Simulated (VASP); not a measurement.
# Na (Im-3m) in VASP: further runs

Runs on Na. Level: PBE. Tasks: single point.

All numbers are computed with VASP 6.6.1; they aren't measurements. Logs are shortened: lines on timing, memory, paths and dates and some standing lists are left out, and cuts for length are marked.

**1. The cell of the first run**

Symmetry: Im-3m, No. 229, cubic system. Conventional cell: a = 3.804 Å, b = 3.804 Å, c = 3.804 Å, α = 90.00°, β = 90.00°, γ = 90.00°. Na (site symmetry m-3m) has 14 Na at 3.29 to 3.80 Å within 4.3 Å.

**2. Single point, PBE**

File INCAR:

```
SYSTEM = Na
PREC = Accurate
ENCUT = 520
EDIFF = 1E-6
ISMEAR = 0
SIGMA = 0.1
LREAL = .False.
LASPH = .True.
NELM = 100
ALGO = Normal
ISIF = 2
LWAVE = .False.
LCHARG = .True.
GGA = PE
LELF = .True.
LVHAR = .True.
NBANDS = 10
```

File KPOINTS:

```
Automatic mesh
0
Gamma
  8 8 8
  0 0 0
```

File POSCAR:

```
Na
1.0
   -1.9022433733      1.9022433733      1.9022433733
    1.9022433733     -1.9022433733      1.9022433733
    1.9022433733      1.9022433733     -1.9022433733
Na
1
Direct
    0.0000000000      0.0000000000      0.0000000000
```

Potentials or basis: VASP PAW PBE potentials, release 64 (Na_pv).

Started as:

```console
> cat potpaw_PBE.64/Na_pv/POTCAR > POTCAR
> mpirun -np 1 vasp_std > vasp.out
```

OUTCAR:

```text
SYSTEM = Na
   PREC = Accurate
   ENCUT = 520
   EDIFF = 1E-6
   ISMEAR = 0
   LREAL = .False.
   LASPH = .True.
   NELM = 100
   ISIF = 2
   GGA = PE

 ion  position               nearest neighbor table
   1  0.000  0.000  0.000-

  LATTYP: Found a body centered cubic cell.
 ALAT       =     3.8044867466

  Lattice vectors:

 A1 = (  -1.9022433733,   1.9022433733,   1.9022433733)
 A2 = (   1.9022433733,  -1.9022433733,   1.9022433733)
 A3 = (   1.9022433733,   1.9022433733,  -1.9022433733)

Analysis of symmetry for initial positions (statically):
=====================================================================
 Subroutine PRICEL returns:
 Original cell was already a primitive cell.

 Routine SETGRP: Setting up the symmetry group for a
 body centered cubic supercell.

 Subroutine GETGRP returns: Found 48 space group operations
[... 9 lines left out ...]

 Routine SETGRP: Setting up the symmetry group for a
 body centered cubic supercell.

 Subroutine GETGRP returns: Found 48 space group operations
[... 11 lines left out ...]
                                     Primitive cell

  volume of cell :      27.5333

  direct lattice vectors                    reciprocal lattice vectors
    -1.902243373  1.902243373  1.902243373     0.000000000  0.262847545  0.262847545
     1.902243373 -1.902243373  1.902243373     0.262847545  0.000000000  0.262847545
     1.902243373  1.902243373 -1.902243373     0.262847545  0.262847545  0.000000000

  length of vectors
     3.294782171  3.294782171  3.294782171     0.371722562  0.371722562  0.371722562

  position of ions in fractional coordinates (direct lattice)
     0.000000000  0.000000000  0.000000000

  ion indices of the primitive-cell ions
   primitive index   ion index
                 1           1

----------------------------------------------------------------------------------------

 KPOINTS: Automatic mesh

Automatic generation of k-mesh.
 Grid dimensions read from file:
 generate k-points for:    8    8    8

 Generating k-lattice:

  Cartesian coordinates                     Fractional coordinates (reciprocal lattice)
     0.000000000  0.032855943  0.032855943     0.125000000  0.000000000  0.000000000
     0.032855943  0.000000000  0.032855943     0.000000000  0.125000000  0.000000000
     0.032855943  0.032855943  0.000000000     0.000000000  0.000000000  0.125000000

  Length of vectors
     0.046465320  0.046465320  0.046465320

  Shift w.r.t. Gamma in fractional coordinates (k-lattice)
     0.000000000  0.000000000  0.000000000

 Subroutine IBZKPT returns following result:
 ===========================================

 Found     29 irreducible k-points:

 Following reciprocal coordinates:
            Coordinates               Weight
  0.000000  0.000000  0.000000      1.000000
  0.125000  0.000000  0.000000     12.000000
  0.250000  0.000000  0.000000     12.000000
  0.375000  0.000000  0.000000     12.000000
  0.500000  0.000000  0.000000      6.000000
  0.125000  0.125000  0.000000     24.000000
[... 16 lines left out ...]
 -0.250000  0.250000  0.250000      6.000000
 -0.375000  0.375000  0.250000     24.000000
 [... further k-points ...]
   k-points           NKPTS =     29   k-points in BZ     NKDIM =     29   number of bands    NBANDS=     10
   number of dos      NEDOS =    301   number of ions     NIONS =      1
   total plane-waves  NPLWV =  21952
   dimension x,y,z NGX =    28 NGY =   28 NGZ =   28
   dimension x,y,z NGXF=    56 NGYF=   56 NGZF=   56
   ions per type =               1
   NGX,Y,Z   is equivalent  to a cutoff of  14.13, 14.13, 14.13 a.u.
   NGXF,Y,Z  is equivalent  to a cutoff of  28.26, 28.26, 28.26 a.u.
 SYSTEM =  Na
   PREC   = accura    normal or accurate (medium, high low for compatibility)
   ISTART =      0    job   : 0-new  1-cont  2-samecut
   ICHARG =      2    charge: 1-file 2-atom 10-const
   ISPIN  =      1    spin polarized calculation?
   LNONCOLLINEAR =      F non collinear calculations
   LSORBIT =      F    spin-orbit coupling
   LASPH  =      T    aspherical Exc in radial PAW
   ENCUT  =  520.0 eV  38.22 Ry    6.18 a.u.   6.13  6.13  6.13*2*pi/ulx,y,z
   NELM   =    100;   NELMIN=  2; NELMDL= -5     # of ELM steps
   EDIFF  = 0.1E-05   stopping-criterion for ELM
   LREAL  =      F    real-space projection
   EDIFFG = 0.1E-04   stopping-criterion for IOM
   NSW    =      0    number of steps for IOM
   IBRION =     -1    ionic relax: 0-MD 1-quasi-New 2-CG
   NFREE  =      0    steps in history (QN), initial steepest desc. (CG)
   ISIF   =      2    stress and relaxation
   ISYM   =      2    0-nonsym 1-usesym 2-fastsym
   POTIM  = 0.5000    time-step for ionic-motion
   TEBEG  =    0.0;   TEEND  =   0.0 temperature during run
   PSTRESS=    0.0 pullay stress
   NELECT =       7.0000    total number of electrons
   NUPDOWN=      -1.0000    fix difference up-down
   EMIN   =  10.00;   EMAX   =-10.00  energy-range for DOS
   EFERMI =   0.00;   METHOD = LEGACY
   ISMEAR =     0;   SIGMA  =   0.10  broadening in eV -4-tet -1-fermi 0-gaus
   EFERMI_NEDOS =   21; number of points for ismear=-14 and -15
   IALGO  =     38    algorithm
   IMIX   =      4    mixing-type and parameters
     AMIX     =   0.40;   BMIX     =  1.00
     AMIX_MAG =   1.60;   BMIX_MAG =  1.00
  volume/ion in A,a.u.               =      27.53       185.80
  Fermi-wavevector in a.u.,A,eV,Ry     =   1.037102  1.959838 14.634159  1.075580
  Thomas-Fermi vector in A             =   2.171524
   LORBIT       =      0    0 simple, 1 ext, 2 COOP (PROOUT), +10 PAW based schemes
   GGA     = PE    functional components
   LHFCALC =     F    Hartree Fock is set to
   AEXX    =    0.0000 exact exchange contribution
   IVDW    =     0    specifies the selected vdW correction
   LEPSILON=     F    determine dielectric tensor
   LRPA    =     F    only Hartree local field effects (RPA)
 non-spin polarized calculation
 Gauss-broadening in eV      SIGMA  =   0.10
  energy-cutoff  :      520.00
  volume of cell :       27.53
 maximum number of plane-waves:       767
 NGX is ok and might be reduce to    28
   NGX = 13   NGY = 13   NGZ = 13

 number of electron       7.0000010 magnetization

 Free energy of the ion-electron system (eV)
  ---------------------------------------------------
  ext. energy  EPLUGINS =         0.00000000
  ---------------------------------------------------
  free energy    TOTEN  =        -1.20847617 eV

  energy without entropy =       -1.20501998  energy(sigma->0) =       -1.20674808

 E-fermi :   1.4745     XC(G=0):  -7.3343

 val. band max:        1.2641207853   @ k =   0.2500   0.2500   0.0000
 cond. band min:       1.5629247647   @ k =   0.3750   0.1250   0.0000
 fundamental gap:      0.2988039793
 Fermi energy:         1.4744611183

 k-point     1 :       0.0000    0.0000    0.0000
  band No.  band energies     occupation
      1     -23.3980      2.00000
      2     -23.3980      2.00000
      3     -23.3980      2.00000
      4      -2.6218      2.00000
      5      15.1394      0.00000
      6      15.1395      0.00000
      7      15.1395      0.00000
      8      16.3342      0.00000
      9      16.3342      0.00000
     10      17.0402      0.00000

 k-point     2 :       0.1250    0.0000    0.0000
  band No.  band energies     occupation
      1     -23.4127      2.00000
      2     -23.4026      2.00000
      3     -23.3980      2.00000
      4      -2.2820      2.00000
      5      12.1463      0.00000
      6      13.6507      0.00000
      7      14.5027      0.00000
      8      14.8516      0.00000
      9      15.6413      0.00000
     10      18.1363      0.00000

 k-point     3 :       0.2500    0.0000    0.0000
  band No.  band energies     occupation
      1     -23.4479      2.00000
      2     -23.4137      2.00000
      3     -23.3982      2.00000
      4      -1.2808      2.00000
      5       8.4836      0.00000
      6      12.1090      0.00000
      7      13.5324      0.00000
      8      13.5880      0.00000
      9      15.0936      0.00000
     10      18.6968      0.00000

 k-point     4 :       0.3750    0.0000    0.0000
  band No.  band energies     occupation
      1     -23.4825      2.00000
      2     -23.4247      2.00000
      3     -23.3983      2.00000
      4       0.3315      2.00000
      5       5.2869      0.00000
      6      11.1596      0.00000
      7      12.7403      0.00000
      8      12.9849      0.00000
      9      14.3926      0.00000
     10      19.8413      0.00000

 k-point     5 :       0.5000    0.0000    0.0000
  band No.  band energies     occupation
      1     -23.4966      2.00000
      2     -23.4293      2.00000
      3     -23.3984      2.00000
      4       2.1981      0.00000
      5       2.8973      0.00000
      6      10.8413      0.00000
      7      12.4777      0.00000
      8      12.7806      0.00000
      9      14.1049      0.00000
     10      20.5137      0.00000

 k-point     6 :       0.1250    0.1250    0.0000
  band No.  band energies     occupation
      1     -23.4368      2.00000
      2     -23.4080      2.00000
      3     -23.4015      2.00000
      4      -1.6116      2.00000
      5      10.0632      0.00000
      6      10.9395      0.00000
      7      13.4833      0.00000
      8      14.8495      0.00000
      9      16.1892      0.00000
     10      18.3636      0.00000
[... 183 lines left out ...]
 k-point    21 :      -0.3750   -0.3750    0.1250
  band No.  band energies     occupation
      1     -23.4685      2.00000
      2     -23.4685      2.00000
      3     -23.4167      2.00000
      4       3.9035      0.00000
      5       3.9035      0.00000
      6       5.5471      0.00000
      7      13.4642      0.00000
      8      13.4642      0.00000
      9      14.3437      0.00000
     10      16.5720      0.00000

 k-point    22 :       0.2500    0.2500    0.2500
  band No.  band energies     occupation
      1     -23.4458      2.00000
      2     -23.4458      2.00000
      3     -23.4458      2.00000
      4       4.4810      0.00000
      5       4.4810      0.00000
      6       4.4810      0.00000
      7       7.3566      0.00000
      8      21.9512      0.00000
      9      21.9512      0.00000
     10      23.1759      0.00000

 k-point    23 :      -0.2500    0.2500    0.2500
  band No.  band energies     occupation
      1     -23.4497      2.00000
      2     -23.4308      2.00000
      3     -23.4308      2.00000
      4       0.0141      2.00000
      5       8.9215      0.00000
      6       9.4854      0.00000
      7       9.4854      0.00000
      8      12.2950      0.00000
      9      17.6997      0.00000
     10      19.0136      0.00000

 k-point    24 :      -0.3750    0.3750    0.2500
  band No.  band energies     occupation
      1     -23.4707      2.00000
      2     -23.4428      2.00000
      3     -23.4337      2.00000
      4       1.5728      0.16444
      5       6.3387      0.00000
      6       8.6834      0.00000
      7       9.3186      0.00000
      8      12.1327      0.00000
      9      16.8138      0.00000
     10      17.7633      0.00000

 [... further k-points ...]
[... 5 lines left out ...]
  --------------------------------------------------------------------------------------
  -------------------------------------------------------------------------------------
  Total        0.6761885      0.6761885      0.6761885     -0.0000000     -0.0000000      0.0000000
  in kB       39.3477693     39.3477693     39.3477693     -0.0000000     -0.0000000      0.0000000
  external PRESSURE =      39.3477693 kB  Pullay stress =       0.0000000 kB

 VOLUME and BASIS-vectors are now :
 -----------------------------------------------------------------------------
  energy-cutoff  :      520.00
  volume of cell :       27.53
      direct lattice vectors                 reciprocal lattice vectors
    -1.902243373  1.902243373  1.902243373     0.000000000  0.262847545  0.262847545
     1.902243373 -1.902243373  1.902243373     0.262847545  0.000000000  0.262847545
     1.902243373  1.902243373 -1.902243373     0.262847545  0.262847545  0.000000000

 POSITION                                       TOTAL-FORCE (eV/Angst)
 -----------------------------------------------------------------------------------
      0.00000      0.00000      0.00000         0.000000     -0.000000      0.000000
 -----------------------------------------------------------------------------------
    total drift:                                0.000000     -0.000000      0.000000

  FREE ENERGIE OF THE ION-ELECTRON SYSTEM (eV)
  ---------------------------------------------------
  free  energy   TOTEN  =        -1.2084761736 eV

  energy  without entropy=       -1.2050199808  energy(sigma->0) =       -1.20674808
```

Run time: 7.4 s. Hardware: 1 thread of AMD EPYC 7R43 (Zen 3), shared host; peak memory 0.11 GiB.

Results:

```
Free energy : -1.2085 eV
Pressure    : 3.9 GPa
```

**3. Single point, PBE**

This run uses another cell than the first one, of 37.26 Å³/atom, 1.353 times its volume.

File INCAR:

```
SYSTEM = Na
PREC     = Accurate       ! precision mode
ENCUT    = 520            ! plane-wave cutoff, eV
EDIFF    = 1E-6           ! SCF threshold, eV
ISMEAR   = 0              ! smearing method
SIGMA    = 0.1            ! smearing width, eV
LREAL    = .FALSE.        ! projectors in reciprocal space
LASPH    = .TRUE.         ! aspherical terms in the spheres
NELM     = 60             ! most SCF steps
ALGO     = Normal         ! electronic algorithm
ISIF     = 2              ! what is computed and relaxed
LWAVE    = .FALSE.        ! write WAVECAR
LCHARG   = .FALSE.        ! write CHGCAR
GGA      = PE             ! functional
NBANDS   = 10             ! bands
```

File KPOINTS:

```
regular mesh
0
G
  8 8 8
  0 0 0
```

File POSCAR:

```
Na
1.0
   -2.1040267987      2.1040267987      2.1040267987
    2.1040267987     -2.1040267987      2.1040267987
    2.1040267987      2.1040267987     -2.1040267987
Na
1
Direct
    0.0000000000      0.0000000000      0.0000000000
```

Potentials or basis: VASP PAW PBE potentials, release 64 (Na_pv).

Started as:

```console
> cat potpaw_PBE.64/Na_pv/POTCAR > POTCAR
> mpirun -np 1 vasp_std > vasp.out
```

It took 6.9 s on 1 thread of AMD EPYC 7R43 (Zen 3), shared host; peak memory 0.11 GiB.

Results (log left out):

* Free energy: -1.3030 eV
* Pressure: -0.1 GPa

Levels at points of the mesh, in eV from the Fermi level:
```tsv
k point	band 1	band 2	band 3	band 4	band 5	band 6
(0.00, 0.00, 0.00)	-25.00	-25.00	-25.00	-3.36	11.61	11.61
(0.50, 0.00, 0.00)	-25.03	-25.01	-25.00	0.66	1.12	8.09
(0.50, 0.50, 0.50)	-25.02	-25.02	-25.02	4.42	4.42	4.79
```

**4. Single point, PBE**

This run uses another cell than the first one, of 37.26 Å³/atom, 1.353 times its volume.

File INCAR:

```
  PREC = Accurate
  ENCUT = 520
  EDIFF = 1E-7
  ISMEAR = 0
  SIGMA = 0.1
  LREAL = F
  LASPH = T
  NELM = 60
  ALGO = Normal
  ISIF = 2
  LWAVE = F
  LCHARG = F
  GGA = PE
  NBANDS = 10
  NELECT = 6.0
```

File KPOINTS:

```
Automatic mesh
0
Gamma
  8 8 8
```

POSCAR is that of step 3.

Started as:

```console
> cat potpaw_PBE.64/Na_pv/POTCAR > POTCAR
> mpirun -np 1 vasp_std > vasp.out
```

Run time: 10 s. Hardware: 1 thread of AMD EPYC 7R43 (Zen 3), shared host; peak memory 0.11 GiB.

Results (log left out):

```
Free energy : -1.3237 eV
```

Levels at points of the mesh, in eV from the Fermi level:
```csv
k point,band 1,band 2,band 3,band 4,band 5,band 6,band 7
"(0.00, 0.00, 0.00)",-0.54,-0.54,-0.54,23.20,37.82,37.82,37.82
"(0.50, 0.00, 0.00)",-0.57,-0.55,-0.54,27.43,27.45,34.76,34.95
"(0.50, 0.50, 0.50)",-0.57,-0.57,-0.57,31.16,31.16,31.16,31.52
```

Caveat: the cell carries a net charge on a neutralising background, which shifts energy and pressure; the cell is charged against a uniform background, so pressure and absolute levels hang on convention.

**5. Single point, PBE**

This run uses another cell than the first one, of 37.26 Å³/atom, 1.353 times its volume.

File INCAR:

```
ALGO = Normal ; EDIFF = 1E-6
ENCUT = 520 ; GGA = PE
ISIF = 2 ; ISMEAR = 1
LASPH = True ; LCHARG = False
LREAL = False ; LWAVE = False
NBANDS = 10 ; NELM = 100
PREC = Accurate ; SIGMA = 0.1
```

File KPOINTS:

```
k-points
0
Gamma
  8 8 8
```

POSCAR is that of step 4.

Started as:

```console
> cat potpaw_PBE.64/Na_pv/POTCAR > POTCAR
> mpirun -np 1 vasp_std > vasp.out
```

It took 11 s on 1 thread of AMD EPYC 7R43 (Zen 3), shared host; peak memory 0.11 GiB.

The run converged. Its results:

| Quantity | Value |
| --- | --- |
| Free energy | -1.3006 eV |
| Pressure | -0.1 GPa |

Levels at points of the mesh, in eV from the Fermi level:
| k point | band 1 | band 2 | band 3 | band 4 | band 5 | band 6 | band 7 |
| --- | --- | --- | --- | --- | --- | --- | --- |
| (0.00, 0.00, 0.00) | -25.03 | -25.03 | -25.03 | -3.39 | 11.57 | 11.57 | 11.57 |
| (0.50, 0.00, 0.00) | -25.07 | -25.04 | -25.03 | 0.63 | 1.09 | 8.06 | 9.00 |
| (0.50, 0.50, 0.50) | -25.06 | -25.06 | -25.06 | 4.39 | 4.39 | 4.75 | 4.75 |

**6. Overview**

```csv
cell,smearing,gap on the mesh (eV),pressure (GPa)
"a = 3.295 Å, angles 109.5°, 1 atom",gaussian 0.1 eV,none,3.9
"a = 3.644 Å, angles 109.5°, 1 atom",gaussian 0.1 eV,none,-0.1
"a = 3.644 Å, angles 109.5°, 1 atom",methfessel-paxton 0.1 eV,none,-0.1
```

Alike in all rows: task single point; level PBE; potentials or basis VASP PAW PBE potentials, release 64 (Na_pv); no spin polarisation; k mesh 8 × 8 × 8; cutoff (eV) 520.

Total energies depend on the potentials used, so only differences within one code and one set of settings carry meaning.
